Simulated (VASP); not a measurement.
# ZrN (Fm-3m) in VASP: a series of runs, part 2 of 2

VASP 6.6.1.

### Step 4. Single point, r2SCAN

This run uses another cell than the first one, of 11.92 Å³/atom, 0.930 times its volume.

POSCAR reads:

```
ZrN
1.0
    0.0000000000      2.2842273067      2.2842273067
    2.2842273067      0.0000000000      2.2842273067
    2.2842273067      2.2842273067      0.0000000000
Zr N
1 1
Direct
    0.5000000000      0.5000000000      0.5000000000
    0.0000000000      0.0000000000      0.0000000000
```

INCAR.step1 reads:

```
SYSTEM = ZrN
PREC = Accurate ; ENCUT = 660
ISMEAR = 0 ; SIGMA = 0.05
LREAL = .False. ; LASPH = .True.
NELM = 120 ; NBANDS = 16
GGA = PE ; ALGO = Normal
EDIFF = 1E-5 ; LWAVE = .True.
LCHARG = .False. ; GGA_COMPAT = .False.
```

INCAR.step2 reads:

```
SYSTEM = ZrN
PREC = Accurate ; ENCUT = 660
EDIFF = 1E-6 ; ISMEAR = 0
SIGMA = 0.05 ; LREAL = .False.
LASPH = .True. ; NELM = 120
ALGO = Normal ; ISIF = 2
LWAVE = .False. ; LCHARG = .False.
METAGGA = R2SCAN ; LMIXTAU = .True.
NBANDS = 16 ; ISTART = 1
GGA_COMPAT = .False.
```

KPOINTS reads:

```
Automatic mesh
0
Gamma
  8 8 8
  0 0 0
```

The run is started by

```console
$ cat potpaw_PBE.64/Zr_sv/POTCAR potpaw_PBE.64/N/POTCAR > POTCAR
$ cp INCAR.step1 INCAR
$ mpirun -np 1 vasp_std > vasp.out
$ cp INCAR.step2 INCAR
$ mpirun -np 1 vasp_std > vasp.out
```

Wall time 40 s (1 thread of Intel Xeon 6975P-C (Granite Rapids), shared host); peak memory 0.17 GiB.

The run converged. Its results:

| Item | Value |
| --- | --- |
| Free energy | -35.8130 eV |
| Pressure | 3.7 GPa |

Levels at points of the mesh, in eV from the Fermi level:
```
           k point  band 7  band 8  band 9  band 10  band 11  band 12
(0.00, 0.00, 0.00)   -3.05   -3.05   -0.42    -0.42    -0.42     1.66
(0.50, 0.00, 0.00)   -6.19   -6.19    3.16     3.19     3.19     5.08
(0.50, 0.50, 0.00)   -3.61   -3.55   -3.55     3.49     4.64     4.64
```

Caveat: the PAW data sets were made with another functional, which shifts forces and pressure a little.

### Step 5. Single point, r2SCAN

This run uses another cell than the first one, of 12.07 Å³/atom, 0.941 times its volume.

POSCAR reads:

```
ZrN
1.0
    0.0000000000      2.2936203859      2.2936203859
    2.2936203859      0.0000000000      2.2936203859
    2.2936203859      2.2936203859      0.0000000000
Zr N
1 1
Direct
    0.5000000000      0.5000000000      0.5000000000
    0.0000000000      0.0000000000      0.0000000000
```

INCAR.step1 reads:

```
SYSTEM = ZrN
PREC = Accurate ; ENCUT = 660
ISMEAR = 0 ; SIGMA = 0.05
LREAL = .FALSE. ; LASPH = .TRUE.
NELM = 120 ; NBANDS = 16
GGA = PE ; ALGO = Normal
EDIFF = 1E-5 ; LWAVE = .TRUE.
LCHARG = .FALSE. ; GGA_COMPAT = .FALSE.
```

INCAR.step2 reads:

```
SYSTEM = ZrN
PREC = Accurate ; ENCUT = 660
EDIFF = 1E-6 ; ISMEAR = 0
SIGMA = 0.05 ; LREAL = .FALSE.
LASPH = .TRUE. ; NELM = 120
ALGO = Normal ; ISIF = 2
LWAVE = .FALSE. ; LCHARG = .TRUE.
METAGGA = R2SCAN ; LMIXTAU = .TRUE.
LELF = .TRUE. ; LVHAR = .TRUE.
NBANDS = 16 ; ISTART = 1
GGA_COMPAT = .FALSE.
```

KPOINTS reads:

```
regular mesh
0
G
  8 8 8
  0 0 0
```

Potentials or basis: VASP PAW PBE potentials, release 64 (Zr_sv, N).

The run is started by

```console
$ cat potpaw_PBE.64/Zr_sv/POTCAR potpaw_PBE.64/N/POTCAR > POTCAR
$ cp INCAR.step1 INCAR
$ mpirun -np 1 vasp_std > vasp.out
$ cp INCAR.step2 INCAR
$ mpirun -np 1 vasp_std > vasp.out
```

OUTCAR:

```text
SYSTEM = ZrN
   PREC = Accurate
   ENCUT = 660
   EDIFF = 1E-6
   ISMEAR = 0
   LREAL = .FALSE.
   LASPH = .TRUE.
   NELM = 120
   ISIF = 2
   METAGGA = R2SCAN
   ISTART = 1

 ion  position               nearest neighbor table
   1  0.500  0.500  0.500-   2 2.29   2 2.29   2 2.29   2 2.29   2 2.29   2 2.29
   2  0.000  0.000  0.000-   1 2.29   1 2.29   1 2.29   1 2.29   1 2.29   1 2.29

  LATTYP: Found a face centered cubic cell.
 ALAT       =     4.5872407718

  Lattice vectors:

[... 644 lines left out ...]

  FORCE on cell =-STRESS in cart. coord.  units (eV):
  Direction    XX          YY          ZZ          XY          YZ          ZX
  --------------------------------------------------------------------------------------
  -------------------------------------------------------------------------------------
  Total        0.0499753      0.0499753      0.0499753      0.0000000      0.0000000      0.0000000
  in kB        3.3179622      3.3179622      3.3179622      0.0000000      0.0000000      0.0000000
  external PRESSURE =       3.3179622 kB  Pullay stress =       0.0000000 kB

 VOLUME and BASIS-vectors are now :
 -----------------------------------------------------------------------------
  energy-cutoff  :      660.00
  volume of cell :       24.13
      direct lattice vectors                 reciprocal lattice vectors
     0.000000000  2.293620386  2.293620386    -0.217995970  0.217995970  0.217995970
     2.293620386  0.000000000  2.293620386     0.217995970 -0.217995970  0.217995970
     2.293620386  2.293620386  0.000000000     0.217995970  0.217995970 -0.217995970

 POSITION                                       TOTAL-FORCE (eV/Angst)
 -----------------------------------------------------------------------------------
      2.29362      2.29362      2.29362        -0.000000     -0.000000     -0.000000
      0.00000      0.00000      0.00000         0.000000      0.000000      0.000000
 -----------------------------------------------------------------------------------
    total drift:                                0.000000      0.000000      0.000000

  FREE ENERGIE OF THE ION-ELECTRON SYSTEM (eV)
  ---------------------------------------------------
  free  energy   TOTEN  =       -35.8168018377 eV

  energy  without entropy=      -35.8150520462  energy(sigma->0) =      -35.81592694
```

OUTCAR.step1:

```text
SYSTEM = ZrN
   PREC = Accurate
   ENCUT = 660
   ISMEAR = 0
   LREAL = .FALSE.
   LASPH = .TRUE.
[... 677 lines left out ...]
      2.29362      2.29362      2.29362        -0.000000     -0.000000      0.000000
      0.00000      0.00000      0.00000         0.000000      0.000000      0.000000
 -----------------------------------------------------------------------------------
    total drift:                                0.000000      0.000000      0.000000

  FREE ENERGIE OF THE ION-ELECTRON SYSTEM (eV)
  ---------------------------------------------------
  free  energy   TOTEN  =       -20.3541713419 eV

  energy  without entropy=      -20.3523361595  energy(sigma->0) =      -20.35325375
```

OSZICAR.step1:

```text
N       E                     dE             d eps       ncg     rms          rms(c)
DAV:   1     0.127638053392E+03    0.12764E+03   -0.10140E+04   928   0.126E+03
DAV:   2    -0.166230197419E+02   -0.14426E+03   -0.13470E+03  1192   0.340E+02
DAV:   3    -0.237300109287E+02   -0.71070E+01   -0.70489E+01  1608   0.673E+01
DAV:   4    -0.238402711259E+02   -0.11026E+00   -0.11024E+00  1080   0.540E+00
DAV:   5    -0.238412142300E+02   -0.94310E-03   -0.94309E-03  1232   0.474E-01    0.217E+01
DAV:   6    -0.205104263706E+02    0.33308E+01   -0.72430E+00  1112   0.267E+01    0.825E+00
DAV:   7    -0.203838948659E+02    0.12653E+00   -0.52973E-01  1120   0.691E+00    0.670E+00
DAV:   8    -0.203693935661E+02    0.14501E-01   -0.23434E-01  1184   0.457E+00    0.385E+00
DAV:   9    -0.203542957593E+02    0.15098E-01   -0.49668E-02  1000   0.219E+00    0.104E+00
DAV:  10    -0.203542143516E+02    0.81408E-04   -0.22629E-03  1128   0.535E-01    0.175E-01
DAV:  11    -0.203541772285E+02    0.37123E-04   -0.98119E-05  1200   0.892E-02    0.879E-02
DAV:  12    -0.203541713419E+02    0.58866E-05   -0.11448E-05   768   0.305E-02
   1 F= -.20354171E+02 E0= -.20353254E+02  d E =-.183518E-02
```

Run time: 40 s. Hardware: 1 thread of Intel Xeon 6975P-C (Granite Rapids), shared host; peak memory 0.17 GiB.

What came out:

```yaml
Free_energy: -35.8168 eV
Pressure: 0.3 GPa
```

Caveat: the PAW data sets were made with another functional, which shifts forces and pressure a little.

### Step 6. The runs side by side

```csv
level,cell,cutoff (eV),gap on the mesh (eV),pressure (GPa)
RPBE,"a = 3.310 Å, angles 60.0°, 2 atoms",600,none,-8.4
r2SCAN,"a = 3.200 Å, angles 60.0°, 2 atoms",660,none,12.1
r2SCAN,"a = 3.230 Å, angles 60.0°, 2 atoms",660,none,3.7
r2SCAN,"a = 3.244 Å, angles 60.0°, 2 atoms",660,none,0.3
```

Alike in all rows: task single point; potentials or basis VASP PAW PBE potentials, release 64 (Zr_sv, N); no spin polarisation; k mesh 8 × 8 × 8; smearing gaussian 0.05 eV.

Caveats: the PAW data sets were made with another functional, which shifts forces and pressure a little.

Absolute energies hang on the potentials; compare differences alone.
